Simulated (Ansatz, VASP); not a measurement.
**Two plane-wave programs on Hf2B5**

```
Hf B
1.0
     3.55756    0.00000    0.00000
    -1.77878    3.08094    0.00000
     0.00000    0.00000    7.05514
Hf B
2 5
Direct
  0.33333 0.66667 0.32337
  0.66667 0.33333 0.67663
  0.50000 0.00000 0.00000
  0.00000 0.50000 0.00000
  0.50000 0.50000 0.00000
  0.00000 0.00000 0.50000
  0.00000 0.00000 0.00000
```

Alike in both runs: functional PBE; k mesh 6 × 6 × 4; occupations gaussian, width 0.1 eV; no spin polarisation.

Ansatz relaxed the structure, and its values are those at the end. VASP's run is a single point on that final structure, the one shown.

```csv
,VASP,Ansatz
version,VASP 6.6.1,Ansatz 0.2.0
potentials or method,"VASP PAW PBE potentials, release 64 (Hf_pv, B), cutoff 520 eV","scalar-relativistic, plane waves, PAW"
valence electrons in the cell,35,67
```

|  | VASP | Ansatz | Ansatz less VASP |
| --- | --- | --- | --- |
| gap on the k mesh at the Fermi level (eV) | none | none | - |
| pressure (GPa) | -0.3 | 0.0 | +0.30 |
| rms of the force components (eV/Å) | 0.006 | 0.001 | -0.0055 |

A gap of «none» marks a metal or a gap that the smearing closes. VASP's potentials hold 35 valence electrons a cell and Ansatz's 67, so a difference there can come from the potentials and not from the codes.

Spin-orbit coupling is off throughout.
